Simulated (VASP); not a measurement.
Runs of VASP 6.6.1 on Te. The structure is that of space group Pm-3m (No. 221), or close to it. The cells are those of the table. 

```tsv
task	cell	k mesh	cutoff (eV)	gap on the mesh (eV)	pressure (GPa)
relaxation of cell and atoms	relaxed from a = 3.146 Å, 1 atom	10 × 10 × 10	600	none	0.0
single point	a = 3.151 Å, 1 atom	16 × 16 × 16	520	none	0.0
single point	a = 3.233 Å, 1 atom	11 × 11 × 11	520	none	-3.7
single point	a = 3.192 Å, 1 atom	11 × 11 × 11	520	none	-2.1
single point	a = 3.019 Å, 1 atom	11 × 11 × 11	520	none	10.3
single point	a = 3.151 Å, 1 atom	11 × 11 × 11	520	none	(a)
single point	a = 3.272 Å, 1 atom	11 × 11 × 11	520	none	(b)
single point	a = 3.108 Å, 1 atom	11 × 11 × 11	520	none	2.7
single point	a = 3.151 Å, 1 atom	10 × 10 × 10	520	none	0.0
single point	a = 3.065 Å, 1 atom	11 × 11 × 11	520	none	6.1
```

Alike in all rows: level PBEsol; potentials or basis VASP PAW PBE potentials, release 64 (Te); no spin polarisation; smearing fermi-dirac 0.1 eV.

Question: Estimate the missing entries.

Answer: (a) 0.1; (b) -5.0.

Caveats: the PAW data sets were made with another functional, which shifts forces and pressure a little; spin-orbit coupling is left out, which moves the levels of the heavy elements.

A k mesh can miss the band edges, and the runs leave out spin-orbit coupling on Te.

A gap of «none» marks levels without a gap at the run's occupations.
